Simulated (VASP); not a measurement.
Here is a VASP 6.6.1 calculation.

INCAR

```
SYSTEM = Cu
PREC = Accurate ; ENCUT = 600
EDIFF = 1E-6 ; ISMEAR = -1
SIGMA = 0.1 ; LREAL = .False.
LASPH = .True. ; NELM = 120
ALGO = Normal ; ISIF = 2
LWAVE = .False. ; LCHARG = .False.
GGA = PE ; NBANDS = 18
GGA_COMPAT = .False.
```

File KPOINTS:

```
regular mesh
0
Gamma
  8 8 5
  0 0 0
```

POSCAR

```
Cu
1.0
    2.5340966700      0.0000000000      0.0000000000
   -1.2670483300      2.1945920900      0.0000000000
    0.0000000000      0.0000000000      4.1125710000
Cu
2
Direct
    0.3333333333      0.6666666667      0.2500000000
    0.6666666667      0.3333333333      0.7500000000
```

Potentials or basis: VASP PAW PBE potentials, release 64 (Cu).

Launch:

```sh
$ cat potpaw_PBE.64/Cu/POTCAR > POTCAR
$ mpirun -np 1 vasp_std > vasp.out
```

Problem. Estimate the band gap on the k mesh.

Solution. Zero (band 11 reaches 10.90 eV, above the bottom of band 12 at 6.09 eV).

Problem. What does it give for the pressure?

Solution. 8.3 GPa.

Stress tensor (GPa, compression positive):
```
8.43 0.00 0.00
0.00 8.43 0.00
0.00 0.00 8.03
```
